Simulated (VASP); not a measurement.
Input of a VASP 6.6.1 run:

The input INCAR:

```
SYSTEM = Li
PREC = Accurate
ENCUT = 750
EDIFF = 1E-7
ISMEAR = -1
SIGMA = 0.05
LREAL = .False.
LASPH = .True.
NELM = 120
ALGO = Normal
ISIF = 8
LWAVE = .False.
LCHARG = .False.
IBRION = 2
NSW = 80
EDIFFG = -0.03
GGA_COMPAT = .False.
NELMIN = 4
```

The input KPOINTS:

```
Automatic mesh
0
Gamma
  9 9 9
  0 0 0
```

POSCAR

```
Li
1.0
    0.0000000000      2.2100000000      2.2100000000
    2.2100000000      0.0000000000      2.2100000000
    2.2100000000      2.2100000000      0.0000000000
Li
1
Direct
    0.0000000000      0.0000000000      0.0000000000
```

Potentials or basis: VASP PAW LDA potentials, release 64 (Li_sv).

The run is started by

```sh
$ cat potpaw_LDA.64/Li_sv/POTCAR > POTCAR
$ mpirun -np 1 vasp_std > vasp.out
```

Task: What does it give for the space group after relaxing (to 0.1 Å)?

Result: Fm-3m (No. 225).

Task: What does it give for the relaxed cell?

Result: a = 2.984 Å, b = 2.984 Å, c = 2.984 Å, α = 60.00°, β = 60.00°, γ = 60.00°.

Task: Predict the band gap on the k mesh.

Result: Zero (an odd number of electrons rules out a gap without spin polarisation).

Task: Estimate the relaxed volume.

Result: 18.78 Å³/atom.

Final structure:
```yaml
crystal:
  lattice:
    - [0.00000, 2.10972, 2.10972]
    - [2.10972, 0.00000, 2.10972]
    - [2.10972, 2.10972, 0.00000]
  atoms:
    - { symbol: Li, position: [0.00000, 0.00000, 0.00000] }
```
